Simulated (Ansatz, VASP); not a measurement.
## One calculation of RbBr, two programs

```
Rb Br
1.0
     0.03911    3.46083    3.46083
     3.46083    0.03911    3.46083
     3.49993    3.49993    0.00000
Rb Br
1 1
Direct
  0.00000 0.00000 0.00000
  0.50000 0.50000 0.50000
```

Change from the starting cell: shear_xy strain +2.3%.

Alike in both runs: task single point; functional r2SCAN; k mesh 6 × 6 × 6; no spin polarisation.

|  | VASP | Ansatz |
| --- | --- | --- |
| version | VASP 6.6.1 | Ansatz 0.2.0 |
| potentials or method | VASP PAW PBE potentials, release 64 (Rb_sv, Br) | plane waves, PAW |
| plane-wave cutoff (eV) | 520 | 500 |
| occupations | gaussian, width 0.01 eV | fixed |
| valence electrons in the cell | 16 | 16 |

```csv
,VASP,Ansatz,Ansatz less VASP
gap on the k mesh at the Fermi level (eV),4.87,4.87,0.000
pressure (GPa),0.0,0.0,-0.02
"traceless stress, the component that is largest in VASP (GPa)",-0.09,-0.09,0.000
```

VASP's potentials were made for PBE, not for r2SCAN.
